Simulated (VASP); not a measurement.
TaH4, 5 atoms in the cell. It takes space group I4/mmm (No. 139, tetragonal). Conventional cell: a = 4.092 Å, b = 4.092 Å, c = 5.547 Å, α = 90.00°, β = 90.00°, γ = 90.00°. Within 3.0 Å of Ta (site symmetry 4/mmm) lie 20 H at 2.19 to 2.98 Å. H (site symmetry m2m) has 2 H at 0.99 Å within 1.3 Å. The cell was built from a structure type or drawn by symmetry, and may not be a known phase.

| Property | Result |
| --- | --- |
| Program | VASP 6.6.1 |
| Task | relaxation of cell and atoms |
| Functional | PBE |
| Potentials or basis | VASP PAW PBE potentials, release 64 (Ta_pv, H) |
| Cutoff | 500 eV |
| k mesh | 4 × 4 × 4 |
| Occupations | gaussian, width 0.15 eV |
| Spin | no spin polarisation |
| Dipole correction | no |
| Further INCAR settings | ALGO = Normal; EDIFF = 1e-07; IBRION = 2; EDIFFG = -0.08; NSW = 36; ISIF = 3 |

Potentials or basis: VASP PAW PBE potentials, release 64 (Ta_pv, H).

Run with:

```sh
$ cat potpaw_PBE.64/Ta_pv/POTCAR potpaw_PBE.64/H/POTCAR > POTCAR
$ mpirun -np 1 vasp_std > vasp.out
```

Hardware: 1 thread of Intel Xeon 8259CL, with other jobs on the host.

Problem. Estimate the wall time of this run.

Solution. It took 6.1 min on 1 thread of Intel Xeon 8259CL, with other jobs on the host, peak memory 0.19 GiB. Counts: scf iterations 259, k points 13, ion steps 29.
